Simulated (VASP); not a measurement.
Wanted: the native input for a VASP 6.6.1 run.

| Quantity | Value |
| --- | --- |
| Task | single point |
| Functional | revPBE |
| Dispersion | D3(BJ) |
| Potentials or basis | VASP PAW PBE potentials, release 64 (Co_sv, O) |
| Cutoff | 600 eV |
| k mesh | 11 × 11 × 11 |
| Occupations | fermi-dirac, width 0.05 eV |
| Spin | collinear spin, ferromagnetic start |
| Starting moments | [2.0, 0.0] μB |
| Dipole correction | no |
| Further INCAR settings | ALGO = Normal; EDIFF = 1e-06; NBANDS = 22 |

The structure of CoO lies in POSCAR:

```
CoO
1.0
    1.5448506883      0.8919199608      2.3352097696
   -1.5448506883      0.8919199608      2.3352097696
    0.0000000000     -1.7838399215      2.3352097696
Co O
1 1
Direct
    0.0000000000      0.0000000000      0.0000000000
    0.5000000000      0.5000000000      0.5000000000
```

These files were run (other wordings do the same):

INCAR

```
SYSTEM = CoO
  ALGO = Normal
  EDIFF = 1E-6
  ENCUT = 600
  GGA = RE
  GGA_COMPAT = .FALSE.
  ISIF = 2
  ISMEAR = -1
  ISPIN = 2
  IVDW = 12
  LASPH = .TRUE.
  LCHARG = .TRUE.
  LELF = .TRUE.
  LMAXMIX = 4
  LORBIT = 11
  LREAL = .FALSE.
  LVHAR = .TRUE.
  LWAVE = .FALSE.
  MAGMOM = 2 0
  NBANDS = 22
  NELM = 200
  PREC = Accurate
  SIGMA = 0.05
```

KPOINTS

```
k-points
0
G
  11 11 11
  0 0 0
```

Potentials or basis: VASP PAW PBE potentials, release 64 (Co_sv, O).

Run with:

```sh
$ cat potpaw_PBE.64/Co_sv/POTCAR potpaw_PBE.64/O/POTCAR > POTCAR
$ mpirun -np 1 vasp_std > vasp.out
```

Results of the run:

| Property | Result |
| --- | --- |
| Pressure | -2.5 GPa |
| Net moment | 2.93 μB per cell |
| Site moments | Co +2.53; O +0.30 μB |
| Valence electrons inside the program's atomic spheres | Co 14.87; O 4.99 |
| Dispersion energy per atom | -0.506 eV |

Caveat: the PAW data sets were made with another functional, which shifts forces and pressure a little; a cell with one magnetic atom can't hold antiferromagnetic order, which such compounds often take.

Wall time 89 s on 1 thread of AMD EPYC 9R45 96-Core Processor (Zen 5), on a shared host, peak memory 0.21 GiB.
